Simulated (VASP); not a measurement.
## CaO: single point with r2SCAN

Crystal: CaO.

```
Ca O
1.0
     0.00000    2.32325    2.32325
     2.32325    0.00000    2.32325
     2.32325    2.32325    0.00000
Ca O
1 1
Cartesian
  0.0000 0.0000 0.0000
  2.3232 2.3232 2.3232
```

| Quantity | Value |
| --- | --- |
| Program | VASP 6.6.1 |
| Task | single point |
| Functional | r2SCAN |
| Potentials or basis | VASP PAW PBE potentials, release 64 (Ca_sv, O_h) |
| Cutoff | 910 eV |
| k mesh | 8 × 8 × 8 |
| Occupations | gaussian, width 0.02 eV |
| Spin | no spin polarisation |
| Dipole correction | no |
| Further INCAR settings | ALGO = Normal; EDIFF = 1e-06; NBANDS = 15 |

```json
{"Pressure": "14.9 GPa", "Band gap on the k mesh": "4.14 eV (least direct gap 4.48 eV)"}
```

Levels at points of the mesh, in eV from the valence-band top:
```csv
k point,band 5,band 6,band 7,band 8,band 9,band 10,band 11,band 12
"(0.00, 0.00, 0.00)",-16.67,0.00,0.00,0.00,6.34,7.10,7.10,7.10
"(0.50, 0.00, 0.00)",-14.87,-2.85,-1.42,-1.42,8.19,9.62,9.62,10.06
"(0.50, 0.50, 0.00)",-16.48,-1.22,-0.34,-0.34,4.14,9.56,10.22,10.95
```

Wall time 36 s on 1 thread of Intel(R) Xeon(R) 6975P-C (Granite Rapids), with other jobs on the host, peak memory 0.19 GiB.

Caveat: the cutoff is under 1.25 times the usual one of these potentials, so pressure, stress and relaxed cells hold a basis-set (Pulay) error; the cell stands under pressure; the PAW data sets were made with another functional, which shifts forces and pressure a little. r2SCAN opens gaps a little over a GGA but as a rule still falls short of measured ones.
